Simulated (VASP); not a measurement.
Set up this calculation in VASP 6.6.1, as the native input.

| Item | Value |
| --- | --- |
| Task | single point |
| Functional | r2SCAN |
| Potentials or basis | VASP PAW PBE potentials, release 64 (Zn, Se) |
| Cutoff | 520 eV |
| k mesh | 8 × 8 × 8 |
| Occupations | gaussian, width 0.01 eV |
| Spin | no spin polarisation |
| Dipole correction | no |
| Further INCAR settings | ALGO = Normal; EDIFF = 1e-07; NBANDS = 16 |

The system is ZnSe.

```
Zn Se
1.0
     2.75042    2.75042    0.00000
    -2.75042    2.75042    0.00000
     0.00000    2.75042    2.75042
Zn Se
1 1
Direct
  0.00000 0.00000 0.00000
  0.75000 0.25000 0.50000
```

The input as run:

POSCAR

```
ZnSe
1.0
    2.7504234151      2.7504234151      0.0000000000
   -2.7504234151      2.7504234151      0.0000000000
    0.0000000000      2.7504234151      2.7504234151
Zn Se
1 1
Direct
    0.0000000000      0.0000000000      0.0000000000
    0.7500000000      0.2500000000      0.5000000000
```

INCAR.step1

```
PREC     = Accurate       # precision mode
ENCUT    = 520            # plane-wave cutoff, eV
ISMEAR   = 0              # smearing method
SIGMA    = 0.01           # smearing width, eV
LREAL    = F              # projectors in reciprocal space
LASPH    = T              # aspherical terms in the spheres
NELM     = 100            # most SCF steps
NBANDS   = 16             # bands
GGA      = PE             # functional
ALGO     = Normal         # electronic algorithm
EDIFF    = 1E-4           # SCF threshold, eV
LWAVE    = T              # write WAVECAR
LCHARG   = F              # write CHGCAR
```

INCAR.step2

```
PREC     = Accurate       # precision mode
ENCUT    = 520            # plane-wave cutoff, eV
EDIFF    = 1E-7           # SCF threshold, eV
ISMEAR   = 0              # smearing method
SIGMA    = 0.01           # smearing width, eV
LREAL    = F              # projectors in reciprocal space
LASPH    = T              # aspherical terms in the spheres
NELM     = 100            # most SCF steps
ALGO     = Normal         # electronic algorithm
ISIF     = 2              # what is computed and relaxed
LWAVE    = F              # write WAVECAR
LCHARG   = F              # write CHGCAR
METAGGA  = R2SCAN         # meta-GGA
LMIXTAU  = T            
NBANDS   = 16             # bands
ISTART   = 1
```

KPOINTS

```
Automatic mesh
0
Gamma
  8 8 8
```

Potentials or basis: VASP PAW PBE potentials, release 64 (Zn, Se).

Run with:

```sh
$ cat potpaw_PBE.64/Zn/POTCAR potpaw_PBE.64/Se/POTCAR > POTCAR
$ cp INCAR.step1 INCAR
$ mpirun -np 1 vasp_std > vasp.out
$ cp INCAR.step2 INCAR
$ mpirun -np 1 vasp_std > vasp.out
```

It gave:

| Item | Value |
| --- | --- |
| Pressure | 7.2 GPa |
| Band gap on the k mesh | 2.27 eV, direct |

Caveat: the PAW data sets were made with another functional, which shifts forces and pressure a little.

Run time: 100 s on 1 thread of Intel(R) Xeon(R) Platinum 8259CL CPU @ 2.50GHz (Skylake/Cascade Lake), on a shared host, peak memory 0.17 GiB.
